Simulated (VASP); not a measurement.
Crystal: NiO2.

```
CELL_PARAMETERS angstrom
2.79878 0.00000 0.00000
-1.39939 2.42382 0.00000
0.00000 0.00000 4.61827
ATOMIC_POSITIONS crystal
Ni 0.00000 0.00000 0.50000
O 0.66667 0.33333 0.70604
O 0.33333 0.66667 0.29396
```

| Item | Value |
| --- | --- |
| Program | VASP 6.6.1 |
| Task | relaxation of cell and atoms |
| Functional | r2SCAN |
| Potentials or basis | VASP PAW PBE potentials, release 64 (Ni, O) |
| Cutoff | 600 eV |
| k mesh | 6 × 6 × 4 |
| Occupations | gaussian, width 0.1 eV |
| Spin | no spin polarisation |

At the start: pressure -4.3 GPa; volume 10.44 Å³/atom.

**Question.** How do energy, volume and symmetry change on relaxing?

**Answer.** Over 3 steps the energy falls by 3.0 meV/atom and the volume is 10.28 Å³/atom (-1.6 %); space group P-3m1 (No. 164, to 0.05 Å).

The path:
```tsv
step	energy change (eV)	largest force (eV/Å)	pressure (GPa)	volume (Å³)
1	0.0000	0.3138	-4.33	31.33
2	0.0131	0.6023	7.13	30.07
3	-0.0090	0.0274	-0.16	30.83
```

Final structure:
```cif
data_structure
_symmetry_space_group_name_H-M 'P 1'
_symmetry_Int_Tables_number 1
_cell_length_a 2.7824
_cell_length_b 2.7824
_cell_length_c 4.5977
_cell_angle_alpha 90.000
_cell_angle_beta 90.000
_cell_angle_gamma 120.000
_cell_volume 30.83
loop_
_atom_site_label
_atom_site_type_symbol
_atom_site_fract_x
_atom_site_fract_y
_atom_site_fract_z
_atom_site_occupancy
Ni1 Ni 0.00000 0.00000 0.50000 1
O1 O 0.66667 0.33333 0.70477 1
O2 O 0.33333 0.66667 0.29523 1
```

Caveat: the k points lie up to 0.43 Å⁻¹ apart in the final cell; the PAW data sets were made with another functional, which shifts forces and pressure a little.
